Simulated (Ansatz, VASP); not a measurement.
# Li7Sb in VASP and in Ansatz

```
Li Sb
1.0
     3.88746   -5.60908   -0.02536
     3.88746    5.60908   -0.02536
    -3.89399    0.00000    3.96077
Li Sb
7 1
Cartesian
  1.9437 2.8045 -0.0127
  1.9437 -2.8045 -0.0127
  4.2822 1.4426 1.6712
  -0.4013 1.4426 2.2388
  -0.4013 -1.4426 2.2388
  4.2822 -1.4426 1.6712
  1.9405 0.0000 1.9550
  0.0000 0.0000 0.0000
```

Alike in both runs: functional PBE; k mesh 4 × 4 × 4; occupations gaussian, width 0.1 eV; no spin polarisation.

Ansatz relaxed the structure, and its values are those at the end. VASP's run is a single point on that final structure, the one shown.

|  | VASP | Ansatz |
| --- | --- | --- |
| version | VASP 6.6.1 | Ansatz 0.2.0 |
| potentials or method | VASP PAW PBE potentials, release 64 (Li_sv, Sb), cutoff 520 eV | scalar-relativistic, plane waves, PAW |
| valence electrons in the cell | 26 | 36 |

VASP gave:

* gap on the k mesh at the Fermi level (eV): none
* rms of the force components (eV/Å): 0.006

Question: What did Ansatz give for the same quantities?

Answer: gap on the k mesh at the Fermi level (eV): none; rms of the force components (eV/Å): 0.005.

A gap of «none» marks a metal or a gap that the smearing closes. VASP's potentials hold 26 valence electrons a cell and Ansatz's 36, so a difference there can come from the potentials and not from the codes.

The k mesh is coarse, so the values compare programs but aren't converged. Neither program's run includes spin-orbit coupling. Noted on VASP's run: the cutoff is short for stress, so the pressure is rough.
